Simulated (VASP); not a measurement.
A run of VASP 6.6.1:

Contents of INCAR:

```
SYSTEM = H10CO6
PREC = Accurate ; ENCUT = 520
EDIFF = 1E-6 ; ISMEAR = -1
SIGMA = 0.02 ; LREAL = Auto
LASPH = .TRUE. ; NELM = 60
ALGO = Normal ; ISIF = 2
LWAVE = .FALSE. ; LCHARG = .FALSE.
GGA = PE ; IVDW = 12
NBANDS = 39
```

Contents of KPOINTS:

```
Automatic mesh
0
G
  1 1 1
  0 0 0
```

File POSCAR:

```
H10CO6
1.0
    5.2704420000      0.0000000000      0.0000000000
    0.0000000000      5.2704420000      0.0000000000
    0.0000000000      0.0000000000      5.2704420000
O H C
6 10 1
Direct
    0.6139333286      0.1989965927     -0.0238879396
    1.0400076502      0.4592593942      0.8830568670
    0.1943480262      0.1482797837      0.4747229929
    0.2094321501      0.8313154760      0.0701269457
    0.4922167818      0.5668784516      0.5917530256
    0.7701820834      0.6512167291      0.2800713868
    0.4795043755      0.0693490223     -0.0342665757
    0.5026523392      0.3605010737      0.0206624036
    0.8826014972      0.3947866232      0.9551191342
    1.0845959409      0.3659085898      0.7306218340
    0.1845386023     -0.0117067980      0.3636507147
    0.0396930656      0.2301704487      0.3844269608
    0.1639141461      0.6701525223     -0.0107011898
    0.0499578593      0.9240211732      0.0002656324
    0.4206288581      0.4477613073      0.4783090299
    0.6488260377      0.8957692732      0.5580556621
    0.6627148159      0.7066769732      0.4681960261
```

Potentials or basis: VASP PAW PBE potentials, release 64 (O, H, C).

The run is started by

```console
$ cat potpaw_PBE.64/O/POTCAR potpaw_PBE.64/H/POTCAR potpaw_PBE.64/C/POTCAR > POTCAR
$ mpirun -np 1 vasp_gam > vasp.out
```

Hardware: 1 thread of AMD EPYC 9R45 (Zen 5) (shared host).

Q: Estimate the wall time of this run.

A: Wall time 16 s on 1 thread of AMD EPYC 9R45 (Zen 5) (shared host), peak memory 0.2 GiB. Counts: scf iterations 15, k points 1.
